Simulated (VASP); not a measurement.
# Li (P6_3/mmc) in VASP: notebook

Runs on Li. Level: PBE+D3(BJ). Tasks: single point, relaxation of shape and atoms at fixed volume.

Everything below comes from runs of VASP 6.6.1. Logs are shortened: lines on timing, memory, paths and dates and some standing lists are left out, and cuts for length are marked.

### 1 The cell of the first run

Symmetry: P6_3/mmc, No. 194, hexagonal system. The conventional cell has a = 2.827 Å, b = 2.827 Å, c = 9.284 Å, α = 90.00°, β = 90.00°, γ = 120.00°. Within 3.7 Å of Li (site symmetry -3m) lie 12 Li at 2.83 to 2.84 Å. Within 3.7 Å of Li (site symmetry -6m2) lie 12 Li at 2.83 to 2.84 Å.

This isn't the form of Li at room conditions, which is bcc.

### 2 Single point, PBE+D3(BJ) (16.06 Å³/atom)

File INCAR:

```
SYSTEM = Li
ALGO = Normal
EDIFF = 1E-7
ENCUT = 520
GGA = PE
ISIF = 2
ISMEAR = 0
IVDW = 12
LASPH = .TRUE.
LCHARG = .FALSE.
LREAL = .FALSE.
LWAVE = .FALSE.
NBANDS = 14
NELM = 100
PREC = Accurate
SIGMA = 0.1
```

File KPOINTS:

```
k-points
0
G
  18 18 6
  0 0 0
```

File POSCAR:

```
Li
1.0
    2.8269754130      0.0000000000      0.0000000000
   -1.4134877065      2.4482325235      0.0000000000
    0.0000000000      0.0000000000      9.2836728765
Li
4
Direct
    0.0000000000      0.0000000000      0.0000000000
    0.3333333333      0.6666666667      0.2500000000
    0.0000000000      0.0000000000      0.5000000000
    0.6666666667      0.3333333333      0.7500000000
```

Potentials or basis: VASP PAW PBE potentials, release 64 (Li_sv).

Launch:

```sh
cat potpaw_PBE.64/Li_sv/POTCAR > POTCAR
mpirun -np 1 vasp_std > vasp.out
```

OUTCAR:

```text
SYSTEM = Li
   EDIFF = 1E-7
   ENCUT = 520
   GGA = PE
   ISIF = 2
   ISMEAR = 0
   IVDW = 12
   LASPH = .TRUE.
   LREAL = .FALSE.
   NELM = 100
   PREC = Accurate
 IVDW          = 12

 ion  position               nearest neighbor table
   1  0.000  0.000  0.000-
   2  0.333  0.667  0.250-
   3  0.000  0.000  0.500-
   4  0.667  0.333  0.750-

  LATTYP: Found a hexagonal cell.
 ALAT       =     2.8269754130
 C/A-ratio  =     3.2839595399

  Lattice vectors:

 A1 = (   2.8269754130,   0.0000000000,   0.0000000000)
 A2 = (  -1.4134877065,   2.4482325235,   0.0000000000)
 A3 = (   0.0000000000,   0.0000000000,   9.2836728765)

Analysis of symmetry for initial positions (statically):
=====================================================================
 Subroutine PRICEL returns:
 Original cell was already a primitive cell.

 Routine SETGRP: Setting up the symmetry group for a
 hexagonal supercell.

 Subroutine GETGRP returns: Found 24 space group operations
 (whereof 12 operations were pure point group operations)
 out of a pool of 24 trial point group operations.

The static configuration has the point symmetry D_3d.
 The point group associated with its full space group is D_6h.

Analysis of symmetry for dynamics (positions and initial velocities):
=====================================================================
 Subroutine PRICEL returns:
 Original cell was already a primitive cell.

 Routine SETGRP: Setting up the symmetry group for a
 hexagonal supercell.

 Subroutine GETGRP returns: Found 24 space group operations
 (whereof 12 operations were pure point group operations)
 out of a pool of 24 trial point group operations.

The dynamic configuration has the point symmetry D_3d.
 The point group associated with its full space group is D_6h.

 Subroutine INISYM returns: Found 24 space group operations
 (whereof 12 operations are pure point group operations),
 and found     1 'primitive' translations

----------------------------------------------------------------------------------------

                                     Primitive cell

  volume of cell :      64.2532

  direct lattice vectors                    reciprocal lattice vectors
     2.826975413  0.000000000  0.000000000     0.353734948  0.204228967  0.000000000
    -1.413487706  2.448232524  0.000000000     0.000000000  0.408457935  0.000000000
     0.000000000  0.000000000  9.283672877     0.000000000  0.000000000  0.107715988

  length of vectors
     2.826975413  2.826975413  9.283672877     0.408457935  0.408457935  0.107715988

  position of ions in fractional coordinates (direct lattice)
     0.000000000  0.000000000  0.000000000
     0.333333333  0.666666667  0.250000000
     0.000000000  0.000000000  0.500000000
     0.666666667  0.333333333  0.750000000

  ion indices of the primitive-cell ions
   primitive index   ion index
                 1           1
                 2           2
                 3           3
                 4           4

----------------------------------------------------------------------------------------

 KPOINTS: k-points

Automatic generation of k-mesh.
 Grid dimensions read from file:
 generate k-points for:   18   18    6

 Generating k-lattice:

  Cartesian coordinates                     Fractional coordinates (reciprocal lattice)
     0.019651942  0.011346054  0.000000000     0.055555556  0.000000000  0.000000000
     0.000000000  0.022692107  0.000000000     0.000000000  0.055555556  0.000000000
     0.000000000  0.000000000  0.017952665     0.000000000  0.000000000  0.166666667

  Length of vectors
     0.022692107  0.022692107  0.017952665

  Shift w.r.t. Gamma in fractional coordinates (k-lattice)
     0.000000000  0.000000000  0.000000000

 Subroutine IBZKPT returns following result:
 ===========================================

 Found    148 irreducible k-points:

 Following reciprocal coordinates:
            Coordinates               Weight
  0.000000  0.000000  0.000000      1.000000
  0.055556  0.000000  0.000000      6.000000
  0.111111  0.000000  0.000000      6.000000
  0.166667  0.000000  0.000000      6.000000
  0.222222 -0.000000  0.000000      6.000000
  0.277778  0.000000  0.000000      6.000000
[... 16 lines left out ...]
  0.333333  0.111111  0.000000     12.000000
  0.388889  0.111111  0.000000     12.000000
 [... further k-points ...]
   k-points           NKPTS =    148   k-points in BZ     NKDIM =    148   number of bands    NBANDS=     14
   number of dos      NEDOS =    301   number of ions     NIONS =      4
   total plane-waves  NPLWV =  40320
   dimension x,y,z NGX =    24 NGY =   24 NGZ =   70
   dimension x,y,z NGXF=    48 NGYF=   48 NGZF=  140
   ions per type =               4
   NGX,Y,Z   is equivalent  to a cutoff of  14.11, 14.11, 12.54 a.u.
   NGXF,Y,Z  is equivalent  to a cutoff of  28.23, 28.23, 25.07 a.u.
 SYSTEM =  Li
   PREC   = accura    normal or accurate (medium, high low for compatibility)
[... 37 lines left out ...]
   LEPSILON=     F    determine dielectric tensor
   LRPA    =     F    only Hartree local field effects (RPA)
 non-spin polarized calculation
 Gauss-broadening in eV      SIGMA  =   0.10
  energy-cutoff  :      520.00
  volume of cell :       64.25
 maximum number of plane-waves:      1756
 NGX is ok and might be reduce to    24
   NGX = 11   NGY = 11   NGZ = 35

 number of electron      11.9999971 magnetization

 Free energy of the ion-electron system (eV)
  ---------------------------------------------------
  ext. energy  EPLUGINS =         0.00000000
  ---------------------------------------------------
  free energy    TOTEN  =        -7.42175533 eV

  energy without entropy =       -7.41291180  energy(sigma->0) =       -7.41733356

 E-fermi :   1.3313     XC(G=0):  -7.6362

 val. band max:        1.3306950120   @ k =   0.2778   0.1667   0.0000
 cond. band min:       1.3375044115   @ k =   0.2778   0.0556   0.3333
 fundamental gap:      0.0068093995
 Fermi energy:         1.3312550294

 k-point     1 :       0.0000    0.0000    0.0000
  band No.  band energies     occupation
      1     -44.8174      2.00000
      2     -44.7968      2.00000
      3     -44.7945      2.00000
      4     -44.7739      2.00000
      5      -2.4946      2.00000
      6      -1.3106      2.00000
      7      -1.3098      2.00000
      8       1.1808      1.96668
      9       5.0767      0.00000
     10      10.6400      0.00000
     11      10.6462      0.00000
     12      16.1480      0.00000
     13      16.1480      0.00000
     14      16.8111      0.00000

 k-point     2 :       0.0556    0.0000    0.0000
  band No.  band energies     occupation
      1     -44.8163      2.00000
      2     -44.7960      2.00000
      3     -44.7936      2.00000
      4     -44.7733      2.00000
      5      -2.4421      2.00000
      6      -1.2548      2.00000
      7      -1.2544      2.00000
      8       1.2569      1.70708
      9       5.0866      0.00000
     10      10.6580      0.00000
     11      10.6672      0.00000
     12      15.4283      0.00000
     13      15.5813      0.00000
     14      16.5681      0.00000

 k-point     3 :       0.1111    0.0000    0.0000
  band No.  band energies     occupation
      1     -44.8128      2.00000
      2     -44.7935      2.00000
      3     -44.7910      2.00000
      4     -44.7716      2.00000
      5      -2.2836      2.00000
      6      -1.0880      2.00000
      7      -1.0876      2.00000
      8       1.4851      0.02956
      9       5.1134      0.00000
     10      10.6907      0.00000
     11      10.7199      0.00000
     12      14.0531      0.00000
     13      14.6874      0.00000
     14      15.3054      0.00000
[... 324 lines left out ...]
 k-point    23 :       0.3333    0.1111    0.0000
  band No.  band energies     occupation
      1     -44.7776      2.00000
      2     -44.7696      2.00000
      3     -44.7672      2.00000
      4     -44.7594      2.00000
      5       0.2565      2.00000
      6       1.4143      0.24007
      7       1.4309      0.15896
      8       4.2244      0.00000
      9       5.0638      0.00000
     10       6.8383      0.00000
     11       7.0414      0.00000
     12       7.9969      0.00000
     13       9.7120      0.00000
     14      10.6075      0.00000

 k-point    24 :       0.3889    0.1111    0.0000
  band No.  band energies     occupation
      1     -44.7731      2.00000
      2     -44.7672      2.00000
      3     -44.7648      2.00000
      4     -44.7590      2.00000
      5       0.9782      2.00000
      6       1.9578      0.00000
      7       2.0130      0.00000
      8       3.4340      0.00000
      9       5.7358      0.00000
     10       5.9521      0.00000
     11       6.5102      0.00000
     12       8.0878      0.00000
     13       9.0872      0.00000
     14       9.1015      0.00000

 [... further k-points ...]

------------------------ aborting loop because EDIFF is reached ----------------------------------------

 Edisp (eV)   -0.85580

 E8    (eV) :    -0.3557

  FORCE on cell =-STRESS in cart. coord.  units (eV):
  Direction    XX          YY          ZZ          XY          YZ          ZX
  --------------------------------------------------------------------------------------
  -------------------------------------------------------------------------------------
  Total       0.94142     0.94142     0.94417     0.00000     0.00000     0.00000
  in kB      23.47476    23.47476    23.54332     0.00000     0.00000     0.00000
  external pressure =       23.50 kB  Pullay stress =        0.00 kB

 VOLUME and BASIS-vectors are now :
 -----------------------------------------------------------------------------
  energy-cutoff  :      520.00
  volume of cell :       64.25
      direct lattice vectors                 reciprocal lattice vectors
     2.826975413  0.000000000  0.000000000     0.353734948  0.204228967  0.000000000
    -1.413487706  2.448232524  0.000000000     0.000000000  0.408457935  0.000000000
     0.000000000  0.000000000  9.283672877     0.000000000  0.000000000  0.107715988

 POSITION                                       TOTAL-FORCE (eV/Angst)
 -----------------------------------------------------------------------------------
      0.00000      0.00000      0.00000         0.000000      0.000000      0.000000
     -0.00000      1.63216      2.32092         0.000000     -0.000000      0.000000
      0.00000      0.00000      4.64184         0.000000      0.000000      0.000000
      1.41349      0.81608      6.96275        -0.000000      0.000000      0.000000
 -----------------------------------------------------------------------------------
    total drift:                               -0.000000      0.000000      0.000000

  FREE ENERGIE OF THE ION-ELECTRON SYSTEM (eV)
  ---------------------------------------------------
  free  energy   TOTEN  =        -8.2775552965 eV

  energy  without entropy=       -8.2687117623  energy(sigma->0) =       -8.27313353
```

It took 3.2 min on 1 thread of Intel Xeon 8259CL, shared host; peak memory 0.25 GiB.

Results:

| Quantity | Value |
| --- | --- |
| Free energy | -8.2776 eV |
| Band gap on the k mesh | zero (bands 6 and 7 overlap by 4.41 eV) |
| Dispersion energy per atom | -0.214 eV |

Caveat: the cutoff is under 1.25 times the usual one of these potentials, so pressure, stress and relaxed cells hold a basis-set (Pulay) error.

### 3 Single point, PBE+D3(BJ) (16.61 Å³/atom)

This run uses another cell than the first one, of 16.61 Å³/atom.

File INCAR:

```
SYSTEM = Li
PREC = Accurate
ENCUT = 520
EDIFF = 1E-6
ISMEAR = 0
SIGMA = 0.1
LREAL = .FALSE.
LASPH = .TRUE.
NELM = 60
ALGO = Normal
ISIF = 2
LWAVE = .FALSE.
LCHARG = .FALSE.
GGA = PE
IVDW = 12
NBANDS = 14
```

File KPOINTS:

```
Automatic mesh
0
G
  18 18 6
  0 0 0
```

File POSCAR:

```
Li
1.0
    2.8587418405      0.0000000000      0.0000000000
   -1.4293709203      2.4757430567      0.0000000000
    0.0000000000      0.0000000000      9.3879925392
Li
4
Direct
    0.0000000000      0.0000000000      0.0000000000
    0.3333333333      0.6666666667      0.2500000000
    0.0000000000      0.0000000000      0.5000000000
    0.6666666667      0.3333333333      0.7500000000
```

Potentials or basis: VASP PAW PBE potentials, release 64 (Li_sv).

Launch:

```sh
cat potpaw_PBE.64/Li_sv/POTCAR > POTCAR
mpirun -np 1 vasp_std > vasp.out
```

Wall time 3.1 min (1 thread of Intel Xeon 8259CL, shared host); peak memory 0.25 GiB.

Results (log left out):

| Property | Result |
| --- | --- |
| Free energy | -8.3069 eV |
| Band gap on the k mesh | zero (bands 6 and 7 overlap by 4.36 eV) |
| Dispersion energy per atom | -0.207 eV |

Levels at points of the mesh, in eV from the Fermi level:
| k point | band 4 | band 5 | band 6 | band 7 | band 8 | band 9 |
| --- | --- | --- | --- | --- | --- | --- |
| (0.00, 0.00, 0.00) | -46.16 | -3.79 | -2.61 | -2.61 | -0.13 | 3.61 |
| (0.50, 0.00, 0.00) | -46.15 | -0.10 | 0.59 | 0.72 | 1.48 | 4.09 |
| (0.00, 0.00, 0.50) | -46.16 | -3.49 | -3.49 | -1.22 | -1.22 | 5.46 |
| (0.50, 0.00, 0.50) | -46.15 | 0.11 | 0.11 | 1.23 | 1.23 | 4.35 |

Caveat: the cutoff is under 1.25 times the usual one of these potentials, so pressure, stress and relaxed cells hold a basis-set (Pulay) error.

### 4 Single point, PBE+D3(BJ) (17.16 Å³/atom)

This run uses another cell than the first one, of 17.16 Å³/atom.

File INCAR:

```
SYSTEM = Li
  PREC = Accurate
  ENCUT = 520
  EDIFF = 1E-6
  ISMEAR = 0
  SIGMA = 0.1
  LREAL = .False.
  LASPH = .True.
  NELM = 80
  ALGO = Normal
  ISIF = 2
  LWAVE = .False.
  LCHARG = .False.
  GGA = PE
  IVDW = 12
  NBANDS = 14
```

File KPOINTS:

```
regular mesh
0
Gamma
  18 18 6
  0 0 0
```

File POSCAR:

```
Li
1.0
    2.8898175560      0.0000000000      0.0000000000
   -1.4449087780      2.5026554158      0.0000000000
    0.0000000000      0.0000000000      9.4900439315
Li
4
Direct
    0.0000000000      0.0000000000      0.0000000000
    0.3333333333      0.6666666667      0.2500000000
    0.0000000000      0.0000000000      0.5000000000
    0.6666666667      0.3333333333      0.7500000000
```

Launch:

```sh
cat potpaw_PBE.64/Li_sv/POTCAR > POTCAR
mpirun -np 1 vasp_std > vasp.out
```

Wall time 3.3 min (1 thread of Intel Xeon 8259CL, shared host); peak memory 0.26 GiB.

Results (log left out):

```yaml
Free_energy: -8.3267 eV
Band_gap_on_the_k_mesh: zero (bands 6 and 7 overlap by 4.31 eV)
Dispersion_energy_per_atom: -0.200 eV
```

Levels at points of the mesh, in eV from the Fermi level:
| k point | band 3 | band 4 | band 5 | band 6 | band 7 | band 8 | band 9 | band 10 |
| --- | --- | --- | --- | --- | --- | --- | --- | --- |
| (0.00, 0.00, 0.00) | -46.23 | -46.21 | -3.75 | -2.59 | -2.59 | -0.11 | 3.48 | 8.89 |
| (0.50, 0.00, 0.00) | -46.20 | -46.20 | -0.09 | 0.57 | 0.72 | 1.44 | 3.96 | 3.98 |
| (0.00, 0.00, 0.50) | -46.22 | -46.22 | -3.46 | -3.46 | -1.21 | -1.21 | 5.32 | 5.32 |
| (0.50, 0.00, 0.50) | -46.20 | -46.20 | 0.11 | 0.11 | 1.20 | 1.20 | 4.24 | 4.24 |

Caveat: the cutoff is under 1.25 times the usual one of these potentials, so pressure, stress and relaxed cells hold a basis-set (Pulay) error.

### 5 Relaxation of shape and atoms at fixed volume, PBE+D3(BJ) (16.06 Å³/atom)

File INCAR:

```
SYSTEM = Li
PREC     = Accurate       ! precision mode
ENCUT    = 600            ! plane-wave cutoff, eV
EDIFF    = 1E-6           ! SCF threshold, eV
ISMEAR   = 0              ! smearing method
SIGMA    = 0.1            ! smearing width, eV
LREAL    = .FALSE.        ! projectors in reciprocal space
LASPH    = .TRUE.         ! aspherical terms in the spheres
NELM     = 100            ! most SCF steps
ALGO     = Fast           ! electronic algorithm
ISIF     = 4              ! what is computed and relaxed
LWAVE    = .FALSE.        ! write WAVECAR
LCHARG   = .FALSE.        ! write CHGCAR
GGA      = PE             ! functional
IVDW     = 12             ! dispersion correction
IBRION   = 2              ! ionic algorithm
NSW      = 50             ! ionic steps
EDIFFG   = -0.01          ! ionic threshold
```

File KPOINTS:

```
regular mesh
0
G
  18 18 6
  0 0 0
```

File POSCAR:

```
Li
1.0
    2.8269754130      0.0000000000      0.0000000000
   -1.4134877065      2.4482325235      0.0000000000
    0.0000000000      0.0000000000      9.2836728765
Li
4
Direct
    0.0000000000      0.0000000000      0.0000000000
    0.3333333333      0.6666666667      0.2500000000
    0.0000000000      0.0000000000      0.5000000000
    0.6666666667      0.3333333333      0.7500000000
```

Launch:

```sh
cat potpaw_PBE.64/Li_sv/POTCAR > POTCAR
mpirun -np 1 vasp_std > vasp.out
```

It took 3.3 min on 1 thread of Intel Xeon 8259CL, shared host; peak memory 0.26 GiB.

Results (log left out):

```yaml
Free_energy: -8.2775 eV
Pressure_after_relaxing: 2.3 GPa
Band_gap_on_the_k_mesh: zero (bands 6 and 7 overlap by 4.42 eV)
Dispersion_energy_per_atom: -0.214 eV
```

Final structure:
```
Li
1.0
     2.82698    0.00000    0.00000
    -1.41349    2.44823    0.00000
     0.00000    0.00000    9.28367
Li
4
Direct
  0.00000 0.00000 0.00000
  0.33333 0.66667 0.25000
  0.00000 0.00000 0.50000
  0.66667 0.33333 0.75000
```

Levels at points of the mesh, in eV from the Fermi level:
| k point | band 3 | band 4 | band 5 | band 6 | band 7 | band 8 | band 9 | band 10 |
| --- | --- | --- | --- | --- | --- | --- | --- | --- |
| (0.00, 0.00, 0.00) | -46.12 | -46.10 | -3.83 | -2.64 | -2.64 | -0.15 | 3.74 | 9.31 |
| (0.50, 0.00, 0.00) | -46.09 | -46.09 | -0.12 | 0.60 | 0.73 | 1.51 | 4.22 | 4.49 |
| (0.00, 0.00, 0.50) | -46.11 | -46.11 | -3.53 | -3.53 | -1.24 | -1.24 | 5.61 | 5.61 |
| (0.50, 0.00, 0.50) | -46.09 | -46.09 | 0.10 | 0.10 | 1.26 | 1.26 | 4.50 | 4.58 |

Caveat: the cutoff is under 1.25 times the usual one of these potentials, so pressure, stress and relaxed cells hold a basis-set (Pulay) error.

### 6 Overview

```csv
task,cell,cutoff (eV),gap on the mesh (eV)
single point,"a = 2.827, b = 2.827, c = 9.284 Å, angles 90.0, 90.0, 120.0°, 4 atoms",520,none
single point,"a = 2.859, b = 2.859, c = 9.388 Å, angles 90.0, 90.0, 120.0°, 4 atoms",520,none
single point,"a = 2.890, b = 2.890, c = 9.490 Å, angles 90.0, 90.0, 120.0°, 4 atoms",520,none
relaxation of shape and atoms at fixed volume,"relaxed from a = 2.827, b = 2.827, c = 9.284 Å, angles 90.0, 90.0, 120.0°, 4 atoms",600,none
```

Alike in all rows: level PBE+D3(BJ); potentials or basis VASP PAW PBE potentials, release 64 (Li_sv); no spin polarisation; k mesh 18 × 18 × 6; smearing gaussian 0.1 eV.

Caveats: the cutoff is under 1.25 times the usual one of these potentials, so pressure, stress and relaxed cells hold a basis-set (Pulay) error.

Total energies depend on the potentials used, so only differences within one code and one set of settings carry meaning.
